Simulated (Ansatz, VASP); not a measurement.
# Ge: VASP beside Ansatz

```xyz
3
Lattice="2.6854 0.0000 0.0000 0.0000 4.2838 0.0000 0.0000 0.0000 5.8272" Properties=species:S:1:pos:R:3 pbc="T T T"
Ge    0.0000    0.0000    1.6143
Ge    0.0000    0.0000    4.2130
Ge    0.0000    2.1419    0.0000
```

Alike in both runs: functional PBE; k mesh 16 × 12 × 8; occupations gaussian, width 0.1 eV; no spin polarisation.

Ansatz relaxed the structure, and its values are those at the end. VASP's run is a single point on that final structure, the one shown.

|  | VASP | Ansatz |
| --- | --- | --- |
| version | VASP 6.6.1 | Ansatz 0.2.0 |
| potentials or method | VASP PAW PBE potentials, release 64 (Ge_d), cutoff 520 eV | scalar-relativistic, plane waves, PAW |
| valence electrons in the cell | 42 | 42 |

|  | VASP | Ansatz | Ansatz less VASP |
| --- | --- | --- | --- |
| gap on the k mesh at the Fermi level (eV) | none | none | - |
| pressure (GPa) | 0.0 | 0.0 | 0.00 |

A gap of «none» marks a metal or a gap that the smearing closes.
